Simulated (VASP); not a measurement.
# Te2Mo (P1) in VASP: single point with r2SCAN

Aim: the single point of Te2Mo with r2SCAN.

Everything below comes from runs of VASP 6.6.1. Logs are shortened: lines on timing, memory, paths and dates and some standing lists are left out, and cuts for length are marked.

## Step 1: The cell of the first run

The typed cell holds 6 atoms: a = 3.520 Å, b = 3.456 Å, c = 14.022 Å, α = 87.38°, β = 90.93°, γ = 120.85°.

## Step 2: Single point, r2SCAN

POSCAR

```
Te2Mo
1.0
    3.5197200000     -0.0069200000     -0.0283900000
   -1.7658500000      2.9696800000      0.0800100000
   -0.1127700000      0.3018400000     14.0184400000
Te Mo
4 2
Direct
    0.3614300000      0.6834700000      0.6228100000
    0.6527200000      0.3019800000      0.1248000000
    0.3799500000      0.6817600000      0.8845900000
    0.7030200000      0.3674800000      0.3638800000
    0.3432500000      0.6589200000      0.2367200000
    0.6749600000      0.3164700000      0.7457200000
```

INCAR.step1

```
SYSTEM = Te2Mo
  PREC = Accurate
  ENCUT = 520
  ISMEAR = -1
  SIGMA = 0.05
  LREAL = .False.
  LASPH = .True.
  NELM = 100
  NBANDS = 35
  GGA = PE
  ALGO = Normal
  EDIFF = 1E-4
  LWAVE = .True.
  LCHARG = .False.
```

INCAR.step2

```
SYSTEM = Te2Mo
  PREC = Accurate
  ENCUT = 520
  EDIFF = 1E-6
  ISMEAR = -1
  SIGMA = 0.05
  LREAL = .False.
  LASPH = .True.
  NELM = 100
  ALGO = Normal
  ISIF = 2
  LWAVE = .False.
  LCHARG = .True.
  METAGGA = R2SCAN
  LMIXTAU = .True.
  LELF = .True.
  LVHAR = .True.
  NBANDS = 35
  ISTART = 1
```

KPOINTS

```
regular mesh
0
Gamma
  6 6 2
  0 0 0
```

Potentials or basis: VASP PAW PBE potentials, release 64 (Te, Mo_sv).

Command:

```console
$ cat potpaw_PBE.64/Te/POTCAR potpaw_PBE.64/Mo_sv/POTCAR > POTCAR
$ cp INCAR.step1 INCAR
$ mpirun -np 1 vasp_std > vasp.out
$ cp INCAR.step2 INCAR
$ mpirun -np 1 vasp_std > vasp.out
```

OUTCAR:

```text
SYSTEM = Te2Mo
   PREC = Accurate
   ENCUT = 520
   EDIFF = 1E-6
   ISMEAR = -1
   LREAL = .False.
   LASPH = .True.
   NELM = 100
   ISIF = 2
   METAGGA = R2SCAN
   ISTART = 1

 ion  position               nearest neighbor table
   1  0.361  0.683  0.623-   6 2.60   6 2.64   6 2.68   3 3.67
   2  0.653  0.302  0.125-   5 2.42   5 2.60   5 2.62   4 3.37
   3  0.380  0.682  0.885-   6 2.65   6 2.85   6 2.90   1 3.67
   4  0.703  0.367  0.364-   5 2.62   5 2.63   5 2.82   2 3.37
   5  0.343  0.659  0.237-   2 2.42   2 2.60   4 2.62   2 2.62   4 2.63   4 2.82
   6  0.675  0.316  0.746-   1 2.60   1 2.64   3 2.65   1 2.68   3 2.85   3 2.90

  LATTYP: Found a triclinic cell.
 ALAT       =     3.4559553129
 B/A-ratio  =     1.0184857669
 C/A-ratio  =     4.0573854058
 COS(alpha) =     0.0161478978
 COS(beta)  =     0.0457516126
 COS(gamma) =     0.5128170673

  Lattice vectors:

 A1 = (  -1.7658500000,   2.9696800000,   0.0800100000)
 A2 = (  -3.5197200000,   0.0069200000,   0.0283900000)
 A3 = (  -0.1127700000,   0.3018400000,  14.0184400000)

Analysis of symmetry for initial positions (statically):
=====================================================================
 Subroutine PRICEL returns:
 Original cell was already a primitive cell.

 Routine SETGRP: Setting up the symmetry group for a
 triclinic supercell.

 Subroutine GETGRP returns: Found  1 space group operations
 (whereof  1 operations were pure point group operations)
 out of a pool of  2 trial point group operations.

The static configuration has the point symmetry C_1 .

Analysis of symmetry for dynamics (positions and initial velocities):
=====================================================================
 Subroutine PRICEL returns:
 Original cell was already a primitive cell.

 Routine SETGRP: Setting up the symmetry group for a
 triclinic supercell.

 Subroutine GETGRP returns: Found  1 space group operations
 (whereof  1 operations were pure point group operations)
 out of a pool of  2 trial point group operations.

The dynamic configuration has the point symmetry C_1 .

 Subroutine INISYM returns: Found  1 space group operations
 (whereof  1 operations are pure point group operations),
 and found     1 'primitive' translations

----------------------------------------------------------------------------------------

                                     Primitive cell

  volume of cell :     146.2763

  direct lattice vectors                    reciprocal lattice vectors
     3.519720000 -0.006920000 -0.028390000     0.284435182  0.169169146 -0.001354377
    -1.765850000  2.969680000  0.080010000     0.000604598  0.337291664 -0.007257579
    -0.112770000  0.301840000 14.018440000     0.000572584 -0.001582487  0.071373293

  length of vectors
     3.519841297  3.455955313 14.022142650     0.330943209  0.337370278  0.071393131

  position of ions in fractional coordinates (direct lattice)
     0.361430000  0.683470000  0.622810000
     0.652720000  0.301980000  0.124800000
     0.379950000  0.681760000  0.884590000
     0.703020000  0.367480000  0.363880000
     0.343250000  0.658920000  0.236720000
     0.674960000  0.316470000  0.745720000

  ion indices of the primitive-cell ions
   primitive index   ion index
                 1           1
                 2           2
                 3           3
                 4           4
                 5           5
                 6           6

----------------------------------------------------------------------------------------

 KPOINTS: regular mesh

Automatic generation of k-mesh.
 Grid dimensions read from file:
 generate k-points for:    6    6    2

 Generating k-lattice:

  Cartesian coordinates                     Fractional coordinates (reciprocal lattice)
     0.047405864  0.028194858 -0.000225730     0.166666667  0.000000000  0.000000000
     0.000100766  0.056215277 -0.001209596    -0.000000000  0.166666667  0.000000000
     0.000286292 -0.000791243  0.035686647     0.000000000  0.000000000  0.500000000

  Length of vectors
     0.055157201  0.056228380  0.035696565

  Shift w.r.t. Gamma in fractional coordinates (k-lattice)
     0.000000000  0.000000000  0.000000000

 Subroutine IBZKPT returns following result:
 ===========================================

 Found     40 irreducible k-points:

 Following reciprocal coordinates:
            Coordinates               Weight
  0.000000  0.000000  0.000000      1.000000
  0.166667  0.000000 -0.000000      2.000000
  0.333333 -0.000000  0.000000      2.000000
  0.500000 -0.000000 -0.000000      1.000000
 -0.000000  0.166667 -0.000000      2.000000
  0.166667  0.166667  0.000000      2.000000
[... 16 lines left out ...]
  0.333333 -0.000000  0.500000      2.000000
  0.500000 -0.000000  0.500000      1.000000
 [... further k-points ...]
   k-points           NKPTS =     40   k-points in BZ     NKDIM =     40   number of bands    NBANDS=     35
   number of dos      NEDOS =    301   number of ions     NIONS =      6
   total plane-waves  NPLWV =  84672
   dimension x,y,z NGX =    28 NGY =   28 NGZ =  108
   dimension x,y,z NGXF=    56 NGYF=   56 NGZF=  216
   ions per type =               4   2
   NGX,Y,Z   is equivalent  to a cutoff of  13.22, 13.47, 12.80 a.u.
   NGXF,Y,Z  is equivalent  to a cutoff of  26.45, 26.94, 25.61 a.u.
 SYSTEM =  Te2Mo
   PREC   = accura    normal or accurate (medium, high low for compatibility)
   ISTART =      1    job   : 0-new  1-cont  2-samecut
   ICHARG =      0    charge: 1-file 2-atom 10-const
   ISPIN  =      1    spin polarized calculation?
   LNONCOLLINEAR =      F non collinear calculations
   LSORBIT =      F    spin-orbit coupling
   LASPH  =      T    aspherical Exc in radial PAW
   ENCUT  =  520.0 eV  38.22 Ry    6.18 a.u.   6.54  6.43 26.07*2*pi/ulx,y,z
   NELM   =    100;   NELMIN=  2; NELMDL=  0     # of ELM steps
   EDIFF  = 0.1E-05   stopping-criterion for ELM
   LREAL  =      F    real-space projection
   EDIFFG = 0.1E-04   stopping-criterion for IOM
   NSW    =      0    number of steps for IOM
   IBRION =     -1    ionic relax: 0-MD 1-quasi-New 2-CG
   NFREE  =      0    steps in history (QN), initial steepest desc. (CG)
   ISIF   =      2    stress and relaxation
   ISYM   =      2    0-nonsym 1-usesym 2-fastsym
   POTIM  = 0.5000    time-step for ionic-motion
   TEBEG  =    0.0;   TEEND  =   0.0 temperature during run
   PSTRESS=    0.0 pullay stress
   NELECT =      52.0000    total number of electrons
   NUPDOWN=      -1.0000    fix difference up-down
   EMIN   =  10.00;   EMAX   =-10.00  energy-range for DOS
   EFERMI =   0.00;   METHOD = LEGACY
   ISMEAR =    -1;   SIGMA  =   0.05  broadening in eV -4-tet -1-fermi 0-gaus
   EFERMI_NEDOS =   21; number of points for ismear=-14 and -15
   IALGO  =     38    algorithm
   IMIX   =      4    mixing-type and parameters
     AMIX     =   0.40;   BMIX     =  1.00
     AMIX_MAG =   1.60;   BMIX_MAG =  1.00
  volume/ion in A,a.u.               =      24.38       164.52
  Fermi-wavevector in a.u.,A,eV,Ry     =   1.159715  2.191544 18.299004  1.344939
  Thomas-Fermi vector in A             =   2.296305
   LORBIT       =      0    0 simple, 1 ext, 2 COOP (PROOUT), +10 PAW based schemes
   METAGGA = R2SCAN    functional components
   LHFCALC =     F    Hartree Fock is set to
   AEXX    =    0.0000 exact exchange contribution
   IVDW    =     0    specifies the selected vdW correction
   LEPSILON=     F    determine dielectric tensor
   LRPA    =     F    only Hartree local field effects (RPA)
 non-spin polarized calculation
  energy-cutoff  :      520.00
  volume of cell :      146.28
 maximum number of plane-waves:      3975
 NGX is ok and might be reduce to    28
   NGX = 13   NGY = 13   NGZ = 53

 number of electron      51.9999998 magnetization

 Free energy of the ion-electron system (eV)
  ---------------------------------------------------
  ext. energy  EPLUGINS =         0.00000000
  ---------------------------------------------------
  free energy    TOTEN  =      -154.40868207 eV

  energy without entropy =     -154.40800133  energy(sigma->0) =     -154.40834170

 E-fermi :   8.7767     XC(G=0): -11.0926

 val. band max:        8.5870506222   @ k =   0.0000   0.0000   0.0000
 cond. band min:       8.9979473127   @ k =   0.3333   0.3333   0.0000
 fundamental gap:      0.4108966905
 Fermi energy:         8.7766946249

 k-point     1 :       0.0000    0.0000    0.0000
  band No.  band energies     occupation
      1     -54.4158      2.00000
      2     -54.2373      2.00000
      3     -27.9611      2.00000
      4     -27.8216      2.00000
      5     -27.7971      2.00000
      6     -27.7286      2.00000
[... 27 lines left out ...]
     34      12.5966      0.00000
     35      14.8402      0.00000

 k-point     2 :       0.1667    0.0000   -0.0000
  band No.  band energies     occupation
      1     -54.4120      2.00000
      2     -54.2340      2.00000
      3     -27.9538      2.00000
      4     -27.8573      2.00000
      5     -27.8141      2.00000
      6     -27.7199      2.00000
[... 27 lines left out ...]
     34      12.3890      0.00000
     35      15.3584      0.00000

 k-point     3 :       0.3333   -0.0000    0.0000
  band No.  band energies     occupation
      1     -54.4044      2.00000
      2     -54.2275      2.00000
      3     -27.9701      2.00000
      4     -27.9144      2.00000
      5     -27.8302      2.00000
      6     -27.7028      2.00000
[... 27 lines left out ...]
     34      12.6370      0.00000
     35      13.9213      0.00000
[... 723 lines left out ...]
 k-point    23 :       0.3333   -0.0000    0.5000
  band No.  band energies     occupation
      1     -54.4044      2.00000
      2     -54.2275      2.00000
      3     -27.9701      2.00000
      4     -27.9144      2.00000
      5     -27.8302      2.00000
      6     -27.7028      2.00000
[... 27 lines left out ...]
     34      12.4576      0.00000
     35      14.1102      0.00000

 k-point    24 :       0.5000   -0.0000    0.5000
  band No.  band energies     occupation
      1     -54.4006      2.00000
      2     -54.2243      2.00000
      3     -28.0078      2.00000
      4     -27.9155      2.00000
      5     -27.8354      2.00000
      6     -27.6980      2.00000
[... 27 lines left out ...]
     34      12.3915      0.00000
     35      12.8707      0.00000

 [... further k-points ...]
[... 5 lines left out ...]
  --------------------------------------------------------------------------------------
  -------------------------------------------------------------------------------------
  Total        6.3091776     11.6965369     11.4340263     -0.3207928     -7.1841016      0.3710844
  in kB       69.1049758    128.1131947    125.2378937     -3.5136719    -78.6880957      4.0645202
  external PRESSURE =     107.4853548 kB  Pullay stress =       0.0000000 kB

 VOLUME and BASIS-vectors are now :
 -----------------------------------------------------------------------------
  energy-cutoff  :      520.00
  volume of cell :      146.28
      direct lattice vectors                 reciprocal lattice vectors
     3.519720000 -0.006920000 -0.028390000     0.284435182  0.169169146 -0.001354377
    -1.765850000  2.969680000  0.080010000     0.000604598  0.337291664 -0.007257579
    -0.112770000  0.301840000 14.018440000     0.000572584 -0.001582487  0.071373293

 POSITION                                       TOTAL-FORCE (eV/Angst)
 -----------------------------------------------------------------------------------
     -0.00501      2.21518      8.77525        -0.326555     -0.397572     -1.239299
      1.75007      0.92994      1.75513         0.116793      2.291190     -4.732433
      0.03368      2.28898     12.44433        -0.248560     -1.047299     -0.958688
      1.78448      1.19627      5.11047         0.080433     -1.181091      1.295838
      0.01790      2.02586      3.36142        -0.161070     -1.115086      3.554239
      1.73274      1.16023     10.45999         0.538957      1.449859      2.080343
 -----------------------------------------------------------------------------------
    total drift:                                0.000081      0.000156      0.000029

  FREE ENERGIE OF THE ION-ELECTRON SYSTEM (eV)
  ---------------------------------------------------
  free  energy   TOTEN  =      -154.4086820653 eV

  energy  without entropy=     -154.4080013264  energy(sigma->0) =     -154.40834170
```

Run time: 16 min. Hardware: 1 thread of Oxide Virtual Turin-like, shared host; peak memory 0.37 GiB.

Results:

* Free energy: -154.4087 eV
* Pressure: 10.7 GPa
* Largest force: 5.259 eV/Å
* Band gap on the k mesh: 0.41 eV, indirect (least direct gap 0.69 eV)

Forces in eV/Å, atoms in the order of the input:
```
Te  -0.327 -0.398 -1.239
Te   0.117  2.291 -4.732
Te  -0.249 -1.047 -0.959
Te   0.080 -1.181  1.296
Mo  -0.161 -1.115  3.554
Mo   0.539  1.450  2.080
```

Stress tensor (GPa, compression positive):
```
 6.91 -0.35  0.41
-0.35 12.81 -7.87
 0.41 -7.87 12.52
```

Caveat: the PAW data sets were made with another functional, which shifts forces and pressure a little; spin-orbit coupling is left out, which moves the levels of the heavy elements. r2SCAN opens gaps a little over a GGA but as a rule still falls short of measured ones.
